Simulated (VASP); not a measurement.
Input of a VASP 6.6.1 run:

Contents of INCAR:

```
SYSTEM = HgTe
PREC     = Accurate       ! precision mode
ENCUT    = 520            ! plane-wave cutoff, eV
EDIFF    = 1E-7           ! SCF threshold, eV
ISMEAR   = 0              ! smearing method
SIGMA    = 0.15           ! smearing width, eV
LREAL    = .FALSE.        ! projectors in reciprocal space
LASPH    = .TRUE.         ! aspherical terms in the spheres
NELM     = 80             ! most SCF steps
ALGO     = Normal         ! electronic algorithm
ISIF     = 2              ! what is computed and relaxed
LWAVE    = .FALSE.        ! write WAVECAR
LCHARG   = .FALSE.        ! write CHGCAR
GGA      = PE             ! functional
NBANDS   = 16             ! bands
```

Contents of KPOINTS:

```
regular mesh
0
G
  14 14 14
  0 0 0
```

File POSCAR:

```
HgTe
1.0
    0.0000000000      3.5458500000      3.2235000000
    3.5458500000      0.0000000000      3.2235000000
    3.5458500000      3.5458500000      0.0000000000
Hg Te
1 1
Direct
    0.0000000000      0.0000000000      0.0000000000
    0.7500000000      0.7500000000      0.7500000000
```

Potentials or basis: VASP PAW PBE potentials, release 64 (Hg, Te).

The run is started by

```bash
$ cat potpaw_PBE.64/Hg/POTCAR potpaw_PBE.64/Te/POTCAR > POTCAR
$ mpirun -np 1 vasp_std > vasp.out
```

Q: Estimate the pressure.

A: -2.6 GPa.

Stress tensor (GPa, compression positive):
```
-3.07  0.00  0.00
 0.00 -3.07  0.00
 0.00  0.00 -1.73
```

Caveat: the cell differs from its parent crystal (strain +0.1000 x Voigt [1, 1, 0, 0, 0, 0]).
